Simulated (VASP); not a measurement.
# In (Fd-3m) in VASP: a series of runs

The runs below take In through single point, with LDA.

All numbers are computed with VASP 6.6.1; they aren't measurements. Logs are shortened: lines on timing, memory, paths and dates and some standing lists are left out, and cuts for length are marked.

### Step 1. The cell of the first run

Symmetry: Fd-3m, No. 227, cubic system. The conventional cell has a = 6.464 Å, b = 6.464 Å, c = 6.464 Å, α = 90.00°, β = 90.00°, γ = 90.00°. Within 3.7 Å of In (site symmetry -43m) lie 4 In at 2.80 Å.

### Step 2. Single point, LDA

File INCAR:

```
  ALGO = Normal
  EDIFF = 1E-6
  ENCUT = 520
  GGA = CA
  ISIF = 2
  ISMEAR = -1
  LASPH = T
  LCHARG = F
  LREAL = F
  LWAVE = F
  NBANDS = 20
  NELM = 60
  PREC = Accurate
  SIGMA = 0.1
```

File KPOINTS:

```
k-points
0
Gamma
  10 10 10
```

File POSCAR:

```
In
1.0
    0.0000000000      3.2318361818      3.2318361818
    3.2318361818      0.0000000000      3.2318361818
    3.2318361818      3.2318361818      0.0000000000
In
2
Direct
    0.1250000000      0.1250000000      0.1250000000
    0.8750000000      0.8750000000      0.8750000000
```

Potentials or basis: VASP PAW LDA potentials, release 64 (In_d).

Run with:

```console
$ cat potpaw_LDA.64/In_d/POTCAR > POTCAR
$ mpirun -np 1 vasp_std > vasp.out
```

OUTCAR:

```text
EDIFF = 1E-6
   ENCUT = 520
   GGA = CA
   ISIF = 2
   ISMEAR = -1
   LASPH = T
   LREAL = F
   NELM = 60
   PREC = Accurate

 ion  position               nearest neighbor table
   1  0.125  0.125  0.125-   2 2.80   2 2.80   2 2.80   2 2.80
   2  0.875  0.875  0.875-   1 2.80   1 2.80   1 2.80   1 2.80

  LATTYP: Found a face centered cubic cell.
 ALAT       =     6.4636723636

  Lattice vectors:

 A1 = (   0.0000000000,   3.2318361818,   3.2318361818)
 A2 = (   3.2318361818,   0.0000000000,   3.2318361818)
 A3 = (   3.2318361818,   3.2318361818,   0.0000000000)

Analysis of symmetry for initial positions (statically):
=====================================================================
 Subroutine PRICEL returns:
 Original cell was already a primitive cell.

 Routine SETGRP: Setting up the symmetry group for a
 face centered cubic supercell.

 Subroutine GETGRP returns: Found 48 space group operations
 (whereof 12 operations were pure point group operations)
 out of a pool of 48 trial point group operations.

The static configuration has the point symmetry D_3d.
 The point group associated with its full space group is O_h .

Analysis of symmetry for dynamics (positions and initial velocities):
=====================================================================
 Subroutine PRICEL returns:
 Original cell was already a primitive cell.

 Routine SETGRP: Setting up the symmetry group for a
 face centered cubic supercell.

 Subroutine GETGRP returns: Found 48 space group operations
 (whereof 12 operations were pure point group operations)
 out of a pool of 48 trial point group operations.

The dynamic configuration has the point symmetry D_3d.
 The point group associated with its full space group is O_h .

 Subroutine INISYM returns: Found 48 space group operations
 (whereof 12 operations are pure point group operations),
 and found     1 'primitive' translations

----------------------------------------------------------------------------------------

                                     Primitive cell

  volume of cell :      67.5115

  direct lattice vectors                    reciprocal lattice vectors
     0.000000000  3.231836182  3.231836182    -0.154710812  0.154710812  0.154710812
     3.231836182  0.000000000  3.231836182     0.154710812 -0.154710812  0.154710812
     3.231836182  3.231836182  0.000000000     0.154710812  0.154710812 -0.154710812

  length of vectors
     4.570506560  4.570506560  4.570506560     0.267966987  0.267966987  0.267966987

  position of ions in fractional coordinates (direct lattice)
     0.125000000  0.125000000  0.125000000
     0.875000000  0.875000000  0.875000000

  ion indices of the primitive-cell ions
   primitive index   ion index
                 1           1
                 2           2

----------------------------------------------------------------------------------------

 KPOINTS: k-points

Automatic generation of k-mesh.
 Grid dimensions read from file:
 generate k-points for:   10   10   10

 Generating k-lattice:

  Cartesian coordinates                     Fractional coordinates (reciprocal lattice)
    -0.015471081  0.015471081  0.015471081     0.100000000  0.000000000  0.000000000
     0.015471081 -0.015471081  0.015471081     0.000000000  0.100000000  0.000000000
     0.015471081  0.015471081 -0.015471081     0.000000000  0.000000000  0.100000000

  Length of vectors
     0.026796699  0.026796699  0.026796699

  Shift w.r.t. Gamma in fractional coordinates (k-lattice)
     0.000000000  0.000000000  0.000000000

 Subroutine IBZKPT returns following result:
 ===========================================

 Found     47 irreducible k-points:

 Following reciprocal coordinates:
            Coordinates               Weight
  0.000000  0.000000  0.000000      1.000000
  0.100000  0.000000  0.000000      8.000000
  0.200000  0.000000  0.000000      8.000000
  0.300000  0.000000  0.000000      8.000000
  0.400000  0.000000  0.000000      8.000000
  0.500000  0.000000  0.000000      4.000000
[... 16 lines left out ...]
  0.300000  0.300000  0.000000      6.000000
  0.400000  0.300000  0.000000     24.000000
 [... further k-points ...]
   k-points           NKPTS =     47   k-points in BZ     NKDIM =     47   number of bands    NBANDS=     20
   number of dos      NEDOS =    301   number of ions     NIONS =      2
   total plane-waves  NPLWV =  46656
   dimension x,y,z NGX =    36 NGY =   36 NGZ =   36
   dimension x,y,z NGXF=    72 NGYF=   72 NGZF=   72
   ions per type =               2
   NGX,Y,Z   is equivalent  to a cutoff of  13.09, 13.09, 13.09 a.u.
   NGXF,Y,Z  is equivalent  to a cutoff of  26.19, 26.19, 26.19 a.u.
 SYSTEM =  unknown system
   PREC   = accura    normal or accurate (medium, high low for compatibility)
   ISTART =      0    job   : 0-new  1-cont  2-samecut
   ICHARG =      2    charge: 1-file 2-atom 10-const
   ISPIN  =      1    spin polarized calculation?
   LNONCOLLINEAR =      F non collinear calculations
   LSORBIT =      F    spin-orbit coupling
   LASPH  =      T    aspherical Exc in radial PAW
   ENCUT  =  520.0 eV  38.22 Ry    6.18 a.u.   8.50  8.50  8.50*2*pi/ulx,y,z
   NELM   =     60;   NELMIN=  2; NELMDL= -5     # of ELM steps
   EDIFF  = 0.1E-05   stopping-criterion for ELM
   LREAL  =      F    real-space projection
   EDIFFG = 0.1E-04   stopping-criterion for IOM
   NSW    =      0    number of steps for IOM
   IBRION =     -1    ionic relax: 0-MD 1-quasi-New 2-CG
   NFREE  =      0    steps in history (QN), initial steepest desc. (CG)
   ISIF   =      2    stress and relaxation
   ISYM   =      2    0-nonsym 1-usesym 2-fastsym
   POTIM  = 0.5000    time-step for ionic-motion
   TEBEG  =    0.0;   TEEND  =   0.0 temperature during run
   PSTRESS=    0.0 pullay stress
   NELECT =      26.0000    total number of electrons
   NUPDOWN=      -1.0000    fix difference up-down
   EMIN   =  10.00;   EMAX   =-10.00  energy-range for DOS
   EFERMI =   0.00;   METHOD = LEGACY
   ISMEAR =    -1;   SIGMA  =   0.10  broadening in eV -4-tet -1-fermi 0-gaus
   EFERMI_NEDOS =   21; number of points for ismear=-14 and -15
   IALGO  =     38    algorithm
   IMIX   =      4    mixing-type and parameters
     AMIX     =   0.40;   BMIX     =  1.00
     AMIX_MAG =   1.60;   BMIX_MAG =  1.00
  volume/ion in A,a.u.               =      33.76       227.80
  Fermi-wavevector in a.u.,A,eV,Ry     =   1.191077  2.250810 19.302111  1.418665
  Thomas-Fermi vector in A             =   2.327147
   LORBIT       =      0    0 simple, 1 ext, 2 COOP (PROOUT), +10 PAW based schemes
   GGA     = CA    functional components
   LHFCALC =     F    Hartree Fock is set to
   AEXX    =    0.0000 exact exchange contribution
   IVDW    =     0    specifies the selected vdW correction
   LEPSILON=     F    determine dielectric tensor
   LRPA    =     F    only Hartree local field effects (RPA)
 non-spin polarized calculation
  energy-cutoff  :      520.00
  volume of cell :       67.51
 maximum number of plane-waves:      1849
 NGX is ok and might be reduce to    36
   NGX = 17   NGY = 17   NGZ = 17

 number of electron      25.9999988 magnetization

 Free energy of the ion-electron system (eV)
  ---------------------------------------------------
  ext. energy  EPLUGINS =         0.00000000
  ---------------------------------------------------
  free energy    TOTEN  =        -5.70527682 eV

  energy without entropy =       -5.65947879  energy(sigma->0) =       -5.68237780

 E-fermi :   4.2305     XC(G=0):  -9.0900

 val. band max:        4.1767695690   @ k =  -0.4000   0.3000   0.1000
 cond. band min:       4.2310570680   @ k =   0.5000   0.3000   0.1000
 fundamental gap:      0.0542874990
 Fermi energy:         4.2304892616

 k-point     1 :       0.0000    0.0000    0.0000
  band No.  band energies     occupation
      1     -10.4155      2.00000
      2     -10.4155      2.00000
      3     -10.4155      2.00000
      4     -10.3368      2.00000
      5     -10.3368      2.00000
      6      -9.8193      2.00000
[... 12 lines left out ...]
     19      10.5443      0.00000
     20      13.6551      0.00000

 k-point     2 :       0.1000    0.0000    0.0000
  band No.  band energies     occupation
      1     -10.4307      2.00000
      2     -10.4307      2.00000
      3     -10.4125      2.00000
      4     -10.3155      2.00000
      5     -10.3155      2.00000
      6      -9.8329      2.00000
[... 12 lines left out ...]
     19      11.1958      0.00000
     20      12.9887      0.00000

 k-point     3 :       0.2000    0.0000    0.0000
  band No.  band energies     occupation
      1     -10.4523      2.00000
      2     -10.4523      2.00000
      3     -10.4045      2.00000
      4     -10.2794      2.00000
      5     -10.2794      2.00000
      6      -9.8563      2.00000
[... 12 lines left out ...]
     19      11.8129      0.00000
     20      12.6204      0.00000

 k-point     4 :       0.3000    0.0000    0.0000
  band No.  band energies     occupation
      1     -10.4654      2.00000
      2     -10.4654      2.00000
      3     -10.3947      2.00000
      4     -10.2517      2.00000
      5     -10.2517      2.00000
      6      -9.8722      2.00000
[... 12 lines left out ...]
     19      11.9482      0.00000
     20      12.9904      0.00000

 k-point     5 :       0.4000    0.0000    0.0000
  band No.  band energies     occupation
      1     -10.4703      2.00000
      2     -10.4703      2.00000
      3     -10.3866      2.00000
      4     -10.2386      2.00000
      5     -10.2386      2.00000
      6      -9.8785      2.00000
[... 12 lines left out ...]
     19      13.4639      0.00000
     20      13.9592      0.00000
[... 353 lines left out ...]
      6      -9.9616      2.00000
[... 12 lines left out ...]
     19      12.4988      0.00000
     20      13.5225      0.00000

 k-point    22 :      -0.2000    0.2000    0.0000
  band No.  band energies     occupation
      1     -10.4891      2.00000
      2     -10.4835      2.00000
      3     -10.3579      2.00000
      4     -10.2569      2.00000
      5     -10.1925      2.00000
      6      -9.9418      2.00000
[... 12 lines left out ...]
     19      11.9675      0.00000
     20      13.6630      0.00000

 k-point    23 :       0.3000    0.3000    0.0000
  band No.  band energies     occupation
      1     -10.4670      2.00000
      2     -10.4670      2.00000
      3     -10.4354      2.00000
      4     -10.2125      2.00000
      5     -10.1097      2.00000
      6     -10.1012      2.00000
[... 12 lines left out ...]
     19      13.0428      0.00000
     20      14.7990      0.00000

 k-point    24 :       0.4000    0.3000    0.0000
  band No.  band energies     occupation
      1     -10.4945      2.00000
      2     -10.4775      2.00000
      3     -10.3949      2.00000
      4     -10.1737      2.00000
      5     -10.1456      2.00000
      6     -10.0670      2.00000
[... 12 lines left out ...]
     19      14.7011      0.00000
     20      15.2969      0.00000

 [... further k-points ...]

------------------------ aborting loop because EDIFF is reached ----------------------------------------

  FORCE on cell =-STRESS in cart. coord.  units (eV):
  Direction    XX          YY          ZZ          XY          YZ          ZX
  --------------------------------------------------------------------------------------
  -------------------------------------------------------------------------------------
  Total        0.0317347      0.0317347      0.0317347      0.0000000     -0.0000000      0.0000000
  in kB        0.7531250      0.7531250      0.7531250      0.0000000     -0.0000000      0.0000000
  external PRESSURE =       0.7531250 kB  Pullay stress =       0.0000000 kB

 VOLUME and BASIS-vectors are now :
 -----------------------------------------------------------------------------
  energy-cutoff  :      520.00
  volume of cell :       67.51
      direct lattice vectors                 reciprocal lattice vectors
     0.000000000  3.231836182  3.231836182    -0.154710812  0.154710812  0.154710812
     3.231836182  0.000000000  3.231836182     0.154710812 -0.154710812  0.154710812
     3.231836182  3.231836182  0.000000000     0.154710812  0.154710812 -0.154710812

 POSITION                                       TOTAL-FORCE (eV/Angst)
 -----------------------------------------------------------------------------------
      0.80796      0.80796      0.80796        -0.000000      0.000000     -0.000000
      5.65571      5.65571      5.65571         0.000000     -0.000000      0.000000
 -----------------------------------------------------------------------------------
    total drift:                                0.000000      0.000000      0.000000

  FREE ENERGIE OF THE ION-ELECTRON SYSTEM (eV)
  ---------------------------------------------------
  free  energy   TOTEN  =        -5.7052768160 eV

  energy  without entropy=       -5.6594787886  energy(sigma->0) =       -5.68237780
```

It took 19 s on 1 thread of Intel Xeon 6975P-C (Granite Rapids), shared host; peak memory 0.19 GiB.

What came out:

```
Free energy            : -5.7053 eV
Pressure               : 0.1 GPa
Band gap on the k mesh : zero (band 13 reaches 6.81 eV, above the bottom of band 14 at 3.04 eV)
```

Levels at points of the mesh, in eV from the Fermi level:
```csv
k point,band 10,band 11,band 12,band 13,band 14,band 15,band 16,band 17
"(0.00, 0.00, 0.00)",-13.98,-8.40,2.58,2.58,2.58,2.86,4.25,4.25
"(0.50, 0.00, 0.00)",-13.93,-6.48,-4.13,1.13,1.13,2.57,5.20,5.20
"(0.50, 0.50, 0.00)",-13.90,-4.98,-4.98,-0.49,-0.49,2.60,2.60,10.35
```

Caveat: spin-orbit coupling is left out, which moves the levels of the heavy elements.

[end of part 1 of 2]
